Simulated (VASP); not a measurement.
Here is a VASP 6.6.1 calculation.

File INCAR:

```
  PREC = Accurate
  ENCUT = 520
  EDIFF = 1E-6
  ISMEAR = 0
  SIGMA = 0.02
  LREAL = Auto
  LASPH = T
  NELM = 80
  ALGO = Normal
  ISIF = 2
  LWAVE = F
  LCHARG = F
  NBANDS = 48
  NELECT = 66.0
```

KPOINTS

```
Automatic mesh
0
Gamma
  2 2 2
```

The input POSCAR:

```
LiSi16
1.0
    0.0000000000      5.4300000000      5.4300000000
    5.4300000000      0.0000000000      5.4300000000
    5.4300000000      5.4300000000      0.0000000000
Si Li
16 1
Direct
    0.0062575506     -0.0079487109      0.0064995396
    0.1265948435      0.1248464088      0.1267650092
    0.0074443831      0.0053219153      0.5001646409
    0.1421775322      0.1255399632      0.6205626151
   -0.0074016575      0.4978436464     -0.0071848987
    0.1166940147      0.6219803867      0.1169170350
    0.0062676796      0.5114713628      0.4870645488
    0.1265607735      0.6319079190      0.6198219153
    0.4999836096      0.0053213628      0.0076692449
    0.6203274401      0.1255558011      0.1424145488
    0.5099249540      0.0151496317      0.5101708103
    0.6336307551      0.1388981584      0.6338438306
    0.4868186004      0.5114675875      0.0065062615
    0.6195988950      0.6319162063      0.1267408840
    0.4999798343      0.5126789134      0.5001588398
    0.6203112339      0.6473488029      0.6205596685
    0.7962767035      0.3013045120      0.7965744936
```

Potentials or basis: VASP PAW LDA potentials, release 64 (Si, Li_sv).

Launch:

```sh
$ cat potpaw_LDA.64/Si/POTCAR potpaw_LDA.64/Li_sv/POTCAR > POTCAR
$ mpirun -np 1 vasp_std > vasp.out
```

Question: Estimate the largest force.

Answer: 0.567 eV/Å.

Forces on the atoms (eV/Å):
```
Si   0.031  0.010  0.032
Si   0.023  0.019  0.021
Si   0.017  0.021  0.017
Si   0.019  0.027  0.030
Si   0.018  0.015  0.018
Si   0.022  0.026  0.021
Si   0.035  0.033  0.011
Si   0.018  0.016  0.016
Si   0.016  0.019  0.017
Si   0.032  0.030  0.018
Si   0.011  0.018  0.011
Si   0.009  0.009  0.009
Si   0.011  0.032  0.036
Si   0.016  0.019  0.018
Si   0.023  0.016  0.022
Si   0.027  0.021  0.028
Li  -0.327 -0.332 -0.323
```

Caveat: the k points lie up to 0.50 Å⁻¹ apart; the cell carries a net charge on a neutralising background, which shifts energy and pressure.
